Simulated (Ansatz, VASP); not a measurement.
**Cd in VASP and in Ansatz**

File INCAR:

```
SYSTEM = Cd
ALGO = Normal
EDIFF = 1E-6
ENCUT = 520
GGA = RP
ISIF = 2
ISMEAR = -1
LASPH = .TRUE.
LCHARG = .FALSE.
LREAL = .FALSE.
LWAVE = .FALSE.
NBANDS = 32
NELM = 60
PREC = Accurate
SIGMA = 0.1
```

KPOINTS

```
k-points
0
G
  13 13 4
  0 0 0
```

POSCAR

```
Cd
1.0
    3.2927706710      0.0000000000      0.0000000000
   -1.6463853355      2.8516230500      0.0000000000
    0.0000000000      0.0000000000     10.7895726700
Cd
4
Direct
    0.0000000000      0.0000000000      0.0000000000
    0.0000000000      0.0000000000      0.5000000000
    0.3333333333      0.6666666667      0.2500000000
    0.6666666667      0.3333333333      0.7500000000
```

Input for Ansatz:

```yaml
crystal:
  lattice:
    - [3.292770671, 0.0, 0.0]
    - [-1.6463853355, 2.85162305, 0.0]
    - [0.0, 0.0, 10.78957267]
  atoms:
    - { symbol: Cd, position: [0.0, 0.0, 0.0] }
    - { symbol: Cd, position: [0.0, 0.0, 0.5] }
    - { symbol: Cd, position: [0.3333333333, 0.6666666667, 0.25] }
    - { symbol: Cd, position: [0.6666666667, 0.3333333333, 0.75] }
hamiltonian:
  xc: rpbe
  pseudopotentials:
    kind: paw
    azcp:
      Cd: "pseudopotentials/Cd.paw.azcp"
basis:
  ecutwfc: 420
  fft_grid_basis: typed
kpoints:
  mp_grid: { grid: [13, 13, 4], shift: [0, 0, 0] }
magnetization:
  spin_polarized: false
scf:
  occupations: { method: fermi_dirac, width: 0.1 }
  lower_state_search: "off"
output:
  stress: true
  write_density: true
  write_potential: true
  elf: true
  volumetric_format: npy
```

Alike in both runs: task single point; functional RPBE; k mesh 13 × 13 × 4; occupations fermi-dirac, width 0.1 eV; no spin polarisation.

```csv
,VASP,Ansatz
version,VASP 6.6.1,Ansatz 0.2.0
potentials or method,"VASP PAW PBE potentials, release 64 (Cd), cutoff 520 eV","plane waves (420 eV) with PAW, scalar-relativistic"
valence electrons in the cell,48,80
```

|  | VASP | Ansatz | Ansatz less VASP |
| --- | --- | --- | --- |
| pressure (GPa) | -1.0 | -1.1 | -0.12 |

VASP's potentials were made for PBE, not for RPBE. VASP's potentials hold 48 valence electrons a cell and Ansatz's 80, so a difference there can come from the potentials and not from the codes.
